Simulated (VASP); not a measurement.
Write the native input for VASP 6.6.1 that does the following.

- Task: single point
- Functional: PBE
- Potentials or basis: VASP PAW PBE potentials, release 64 (Al, Ga_d)
- Cutoff: 520 eV
- k mesh: 14 × 14 × 14
- Occupations: gaussian, width 0.1 eV
- Spin: no spin polarisation
- Dipole correction: no
- Further INCAR settings: ALGO = Fast; EDIFF = 1e-06; NBANDS = 22

The structure of AlGa2 lies in POSCAR:

```
AlGa2
1.0
    0.0000000000      3.1186373085      3.1186373085
    3.1186373085      0.0000000000      3.1186373085
    3.1186373085      3.1186373085      0.0000000000
Al Ga
1 2
Direct
    0.0000000000      0.0000000000      0.0000000000
    0.2500000000      0.2500000000      0.2500000000
    0.7500000000      0.7500000000      0.7500000000
```

The cell was built from a structure type or drawn by symmetry, and may not be a known phase.

The input as run:

INCAR

```
ALGO = Fast
EDIFF = 1E-6
ENCUT = 520
GGA = PE
ISIF = 2
ISMEAR = 0
LASPH = T
LCHARG = T
LELF = T
LREAL = F
LVHAR = T
LWAVE = F
NBANDS = 22
NELM = 60
PREC = Accurate
SIGMA = 0.1
```

KPOINTS

```
k-points
0
Gamma
  14 14 14
```

Potentials or basis: VASP PAW PBE potentials, release 64 (Al, Ga_d).

Command:

```sh
$ cat potpaw_PBE.64/Al/POTCAR potpaw_PBE.64/Ga_d/POTCAR > POTCAR
$ mpirun -np 1 vasp_std > vasp.out
```

Results of the run:

| Quantity | Value |
| --- | --- |
| Pressure | 0.1 GPa |
| Band gap on the k mesh | zero (an odd number of electrons rules out a gap without spin polarisation) |

It took 4.8 min on 1 thread of AMD EPYC 7R43 64-Core Processor (Zen 3), on a shared host, peak memory 0.24 GiB.
